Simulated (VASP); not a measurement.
# PbSe in VASP: further runs, part 2 of 2

VASP 6.6.1. Earlier steps stand in the parts before.

### Step 4. Single point, PBE

This run uses another cell than the first one: it holds 2 atoms, not 4.

File INCAR:

```
SYSTEM = PbSe
PREC = Accurate
ENCUT = 520
EDIFF = 1E-7
ISMEAR = 0
SIGMA = 0.02
LREAL = .FALSE.
LASPH = .TRUE.
NELM = 60
ALGO = Normal
ISIF = 2
LWAVE = .FALSE.
LCHARG = .TRUE.
GGA = PE
LELF = .TRUE.
LVHAR = .TRUE.
NBANDS = 17
```

File KPOINTS:

```
Automatic mesh
0
G
  12 12 12
  0 0 0
```

File POSCAR:

```
PbSe
1.0
   -2.1984369832      2.1984369832      3.1090826765
    2.1984369832     -2.1984369832      3.1090826765
    2.1984369832      2.1984369832     -3.1090826765
Pb Se
1 1
Direct
    0.1222157868      0.1222157868      0.0000000000
    0.6234356348      0.6234356348      0.0000000000
```

Potentials or basis: VASP PAW PBE potentials, release 64 (Pb_d, Se).

Command:

```
> cat potpaw_PBE.64/Pb_d/POTCAR potpaw_PBE.64/Se/POTCAR > POTCAR
> mpirun -np 1 vasp_std > vasp.out
```

OUTCAR:

```text
SYSTEM = PbSe
   PREC = Accurate
   ENCUT = 520
   EDIFF = 1E-7
   ISMEAR = 0
   LREAL = .FALSE.
   LASPH = .TRUE.
   NELM = 60
   ISIF = 2
   GGA = PE

 ion  position               nearest neighbor table
   1  0.122  0.122  0.000-   2 3.10   2 3.11   2 3.11   2 3.11   2 3.11   2 3.12
   2  0.623  0.623  0.000-   1 3.10   1 3.11   1 3.11   1 3.11   1 3.11   1 3.12

  LATTYP: Found a face centered cubic cell.
 ALAT       =     6.2181420742

  Lattice vectors:

 A1 = (   2.1984369832,  -2.1984369832,  -3.1090826765)
 A2 = (   2.1984369832,   2.1984369832,  -3.1090826765)
 A3 = (   4.3968739664,  -0.0000000000,   0.0000000000)

Analysis of symmetry for initial positions (statically):
=====================================================================
 Subroutine PRICEL returns:
 Original cell was already a primitive cell.

 Routine SETGRP: Setting up the symmetry group for a
 face centered cubic supercell.

 Subroutine GETGRP returns: Found  8 space group operations
 (whereof  8 operations were pure point group operations)
 out of a pool of 48 trial point group operations.

The static configuration has the point symmetry C_4v.

Analysis of symmetry for dynamics (positions and initial velocities):
=====================================================================
 Subroutine PRICEL returns:
 Original cell was already a primitive cell.

 Routine SETGRP: Setting up the symmetry group for a
 face centered cubic supercell.

 Subroutine GETGRP returns: Found  8 space group operations
 (whereof  8 operations were pure point group operations)
 out of a pool of 48 trial point group operations.

The dynamic configuration has the point symmetry C_4v.

 Subroutine INISYM returns: Found  8 space group operations
 (whereof  8 operations are pure point group operations),
 and found     1 'primitive' translations
[... 104 lines left out ...]
   TEBEG  =    0.0;   TEEND  =   0.0 temperature during run
   PSTRESS=    0.0 pullay stress
   NELECT =      20.0000    total number of electrons
   NUPDOWN=      -1.0000    fix difference up-down
   EMIN   =  10.00;   EMAX   =-10.00  energy-range for DOS
   EFERMI =   0.00;   METHOD = LEGACY
   ISMEAR =     0;   SIGMA  =   0.02  broadening in eV -4-tet -1-fermi 0-gaus
   EFERMI_NEDOS =   21; number of points for ismear=-14 and -15
   IALGO  =     38    algorithm
   IMIX   =      4    mixing-type and parameters
     AMIX     =   0.40;   BMIX     =  1.00
     AMIX_MAG =   1.60;   BMIX_MAG =  1.00
  volume/ion in A,a.u.               =      30.05       202.81
  Fermi-wavevector in a.u.,A,eV,Ry     =   1.134431  2.143764 17.509794  1.286934
  Thomas-Fermi vector in A             =   2.271135
   LORBIT       =      0    0 simple, 1 ext, 2 COOP (PROOUT), +10 PAW based schemes
   GGA     = PE    functional components
   LHFCALC =     F    Hartree Fock is set to
   AEXX    =    0.0000 exact exchange contribution
   IVDW    =     0    specifies the selected vdW correction
   LEPSILON=     F    determine dielectric tensor
   LRPA    =     F    only Hartree local field effects (RPA)
 non-spin polarized calculation
 Gauss-broadening in eV      SIGMA  =   0.02
  energy-cutoff  :      520.00
  volume of cell :       60.11
 maximum number of plane-waves:      1639
 NGX is ok and might be reduce to    36

 number of electron      20.0000001 magnetization

 Free energy of the ion-electron system (eV)
  ---------------------------------------------------
  ext. energy  EPLUGINS =         0.00000000
  ---------------------------------------------------
  free energy    TOTEN  =        -8.19802485 eV

  energy without entropy =       -8.19802485  energy(sigma->0) =       -8.19802485

 E-fermi :   4.5643     XC(G=0):  -9.3142

 val. band max:        4.4654736327   @ k =   0.5000   0.0000   0.0000
 cond. band min:       4.9041380885   @ k =   0.5000   0.0000   0.0000
 fundamental gap:      0.4386644558
 Fermi energy:         4.5642740868

 k-point     1 :       0.0000    0.0000    0.0000
  band No.  band energies     occupation
      1     -12.2680      2.00000
      2     -12.2680      2.00000
      3     -12.2680      2.00000
      4     -12.2619      2.00000
      5     -12.2619      2.00000
      6      -8.7066      2.00000
[... 457 lines left out ...]
      4     -12.2572      2.00000
      5     -12.2518      2.00000
      6      -8.3393      2.00000
[... 9 lines left out ...]
     16      12.6496      0.00000
     17      14.7207      0.00000

 [... further k-points ...]
[... 5 lines left out ...]
  --------------------------------------------------------------------------------------
  -------------------------------------------------------------------------------------
  Total       -0.0071103     -0.0071103     -0.0067170      0.0000000      0.0000000      0.0000000
  in kB       -0.1895299     -0.1895299     -0.1790471      0.0000000      0.0000000      0.0000000
  external PRESSURE =      -0.1860356 kB  Pullay stress =       0.0000000 kB

 VOLUME and BASIS-vectors are now :
 -----------------------------------------------------------------------------
  energy-cutoff  :      520.00
  volume of cell :       60.11
      direct lattice vectors                 reciprocal lattice vectors
    -2.198436983  2.198436983  3.109082676     0.000000000  0.227434311  0.160819139
     2.198436983 -2.198436983  3.109082676     0.227434311  0.000000000  0.160819139
     2.198436983  2.198436983 -3.109082676     0.227434311  0.227434311  0.000000000

 POSITION                                       TOTAL-FORCE (eV/Angst)
 -----------------------------------------------------------------------------------
      0.00000      0.00000      0.75996         0.000000      0.000000      0.001619
      0.00000      0.00000      3.87663        -0.000000     -0.000000     -0.001619
 -----------------------------------------------------------------------------------
    total drift:                               -0.000000     -0.000000      0.000140

  FREE ENERGIE OF THE ION-ELECTRON SYSTEM (eV)
  ---------------------------------------------------
  free  energy   TOTEN  =        -8.1980248535 eV

  energy  without entropy=       -8.1980248535  energy(sigma->0) =       -8.19802485
```

OSZICAR:

```text
N       E                     dE             d eps       ncg     rms          rms(c)
DAV:   1     0.150712420364E+03    0.15071E+03   -0.92271E+03  5550   0.127E+03
DAV:   2     0.338436533180E+01   -0.14733E+03   -0.14198E+03  5878   0.304E+02
DAV:   3    -0.823743662336E+01   -0.11622E+02   -0.11540E+02  6978   0.889E+01
DAV:   4    -0.851194471368E+01   -0.27451E+00   -0.27433E+00  6858   0.153E+01
DAV:   5    -0.852042430872E+01   -0.84796E-02   -0.84791E-02  8080   0.277E+00    0.271E+00
DAV:   6    -0.819887588200E+01    0.32155E+00   -0.81458E-01  8405   0.588E+00    0.147E+00
DAV:   7    -0.819475694100E+01    0.41189E-02   -0.12615E-01  6695   0.165E+00    0.836E-01
DAV:   8    -0.819849945529E+01   -0.37425E-02   -0.14517E-02  6674   0.128E+00    0.187E-01
DAV:   9    -0.819792612868E+01    0.57333E-03   -0.31129E-03  8604   0.512E-01    0.597E-02
DAV:  10    -0.819801661996E+01   -0.90491E-04   -0.24691E-04  6437   0.894E-02    0.210E-02
DAV:  11    -0.819802479806E+01   -0.81781E-05   -0.58016E-05  7410   0.775E-02    0.844E-03
DAV:  12    -0.819802481616E+01   -0.18098E-07   -0.30116E-06  7127   0.116E-02    0.207E-03
DAV:  13    -0.819802485347E+01   -0.37316E-07   -0.20770E-07  6996   0.376E-03
   1 F= -.81980249E+01 E0= -.81980249E+01  d E =-.658453E-15
```

stdout:

```text
POSCAR found type information on POSCAR PbSe
 POSCAR found :  2 types and       2 ions
 scaLAPACK will be used
 LDA part: xc-table for (Slater+PW92), standard interpolation
 POSCAR, INCAR and KPOINTS ok, starting setup
 FFT: planning ... GRIDC
 FFT: planning ... GRID_SOFT
 FFT: planning ... GRID
 WAVECAR not read
 entering main loop
```

Run time: 2.3 min. Hardware: 1 thread of Intel Xeon Platinum 8259CL at 2.50GHz (Skylake/Cascade Lake), shared host; peak memory 0.33 GiB.

What came out:

```yaml
Free_energy: -8.1980 eV
Pressure: 0.0 GPa
Band_gap_on_the_k_mesh: 0.44 eV, direct
```

Caveat: spin-orbit coupling is left out, which moves the levels of the heavy elements.

### Step 5. Single point, LDA

This run uses another cell than the first one: it holds 2 atoms, not 4.

File INCAR:

```
  ALGO = Normal
  EDIFF = 1E-7
  ENCUT = 520
  GGA = CA
  ISIF = 2
  ISMEAR = 0
  LASPH = T
  LCHARG = T
  LELF = T
  LREAL = F
  LVHAR = T
  LWAVE = F
  NBANDS = 17
  NELM = 80
  PREC = Accurate
  SIGMA = 0.02
```

File KPOINTS:

```
k-points
0
Gamma
  12 12 12
```

POSCAR is that of step 4.

Potentials or basis: VASP PAW LDA potentials, release 64 (Pb_d, Se).

Command:

```
> cat potpaw_LDA.64/Pb_d/POTCAR potpaw_LDA.64/Se/POTCAR > POTCAR
> mpirun -np 1 vasp_std > vasp.out
```

It took 2.1 min on 1 thread of Intel Xeon Platinum 8259CL at 2.50GHz (Skylake/Cascade Lake), shared host; peak memory 0.3 GiB.

Results (log left out):

| Quantity | Value |
| --- | --- |
| Free energy | -9.3918 eV |
| Pressure | -4.1 GPa |
| Band gap on the k mesh | 0.31 eV, direct |

Levels at points of the mesh, in eV from the valence-band top:
| k point | band 6 | band 7 | band 8 | band 9 | band 10 | band 11 | band 12 | band 13 | band 14 | band 15 |
| --- | --- | --- | --- | --- | --- | --- | --- | --- | --- | --- |
| (0.00, 0.00, 0.00) | -13.20 | -6.42 | -1.63 | -1.63 | -1.63 | 4.53 | 4.53 | 4.53 | 6.60 | 6.60 |
| (0.50, 0.00, 0.00) | -12.23 | -8.57 | -1.24 | -1.24 | 0.00 | 0.31 | 1.73 | 1.73 | 8.38 | 10.02 |
| (0.50, 0.50, 0.00) | -11.92 | -7.34 | -4.60 | -2.92 | -2.92 | 3.84 | 5.36 | 5.36 | 5.78 | 11.23 |
| (0.50, 0.50, 0.50) | -11.92 | -7.34 | -4.60 | -2.92 | -2.92 | 3.84 | 5.36 | 5.36 | 5.78 | 11.23 |

Caveat: spin-orbit coupling is left out, which moves the levels of the heavy elements. A k mesh can miss the band edges.

### Step 6. Single point, r2SCAN

This run uses another cell than the first one: it holds 2 atoms, not 4.

POSCAR is that of step 5.

File INCAR.step1:

```
SYSTEM = PbSe
PREC = Accurate
ENCUT = 520
ISMEAR = 0
SIGMA = 0.02
LREAL = .False.
LASPH = .True.
NELM = 80
NBANDS = 17
GGA = PE
ALGO = Normal
EDIFF = 1E-4
LWAVE = .True.
LCHARG = .False.
```

File INCAR.step2:

```
SYSTEM = PbSe
PREC = Accurate
ENCUT = 520
EDIFF = 1E-6
ISMEAR = 0
SIGMA = 0.02
LREAL = .False.
LASPH = .True.
NELM = 80
ALGO = Normal
ISIF = 2
LWAVE = .False.
LCHARG = .False.
METAGGA = R2SCAN
LMIXTAU = .True.
NBANDS = 17
ISTART = 1
```

File KPOINTS:

```
regular mesh
0
Gamma
  12 12 12
  0 0 0
```

Potentials or basis: VASP PAW PBE potentials, release 64 (Pb_d, Se).

Command:

```
> cat potpaw_PBE.64/Pb_d/POTCAR potpaw_PBE.64/Se/POTCAR > POTCAR
> cp INCAR.step1 INCAR
> mpirun -np 1 vasp_std > vasp.out
> cp INCAR.step2 INCAR
> mpirun -np 1 vasp_std > vasp.out
```

Run time: 8 min. Hardware: 1 thread of Intel Xeon Platinum 8259CL at 2.50GHz (Skylake/Cascade Lake), shared host; peak memory 0.34 GiB.

It converged, with:

```yaml
Free_energy: -71.9357 eV
Pressure: -1.0 GPa
Band_gap_on_the_k_mesh: 0.73 eV, direct
```

Levels at points of the mesh, in eV from the valence-band top:
| k point | band 7 | band 8 | band 9 | band 10 | band 11 | band 12 | band 13 | band 14 |
| --- | --- | --- | --- | --- | --- | --- | --- | --- |
| (0.00, 0.00, 0.00) | -6.40 | -1.77 | -1.77 | -1.77 | 4.97 | 4.97 | 4.97 | 7.10 |
| (0.50, 0.00, 0.00) | -8.76 | -1.38 | -1.38 | 0.00 | 0.73 | 2.06 | 2.06 | 9.05 |
| (0.50, 0.50, 0.00) | -7.44 | -4.71 | -3.05 | -3.05 | 4.25 | 5.85 | 5.85 | 6.30 |
| (0.50, 0.50, 0.50) | -7.44 | -4.71 | -3.05 | -3.05 | 4.25 | 5.85 | 5.85 | 6.30 |

Caveat: the PAW data sets were made with another functional, which shifts forces and pressure a little; spin-orbit coupling is left out, which moves the levels of the heavy elements.

### Step 7. Summary

| level | potentials or basis | cell | k mesh | smearing | gap on the mesh (eV) | pressure (GPa) |
| --- | --- | --- | --- | --- | --- | --- |
| PBE | VASP PAW PBE potentials, release 64 (Pb_d, Se) | a = 4.384, b = 4.384, c = 6.238 Å, 4 atoms | 4 × 4 × 4 | gaussian 0.1 eV | 0.51 | 0.3 |
| PBE | VASP PAW PBE potentials, release 64 (Pb_d, Se) | a = 4.397 Å, angles 120.0, 120.0, 90.0°, 2 atoms | 12 × 12 × 12 | gaussian 0.02 eV | 0.44 | 0.0 |
| LDA | VASP PAW LDA potentials, release 64 (Pb_d, Se) | a = 4.397 Å, angles 120.0, 120.0, 90.0°, 2 atoms | 12 × 12 × 12 | gaussian 0.02 eV | 0.31 | -4.1 |
| r2SCAN | VASP PAW PBE potentials, release 64 (Pb_d, Se) | a = 4.397 Å, angles 120.0, 120.0, 90.0°, 2 atoms | 12 × 12 × 12 | gaussian 0.02 eV | 0.73 | -1.0 |

Alike in all rows: task single point; no spin polarisation; cutoff (eV) 520.

Caveats: spin-orbit coupling is left out, which moves the levels of the heavy elements; the PAW data sets were made with another functional, which shifts forces and pressure a little (some runs).

Absolute energies hang on the potentials; compare differences alone.
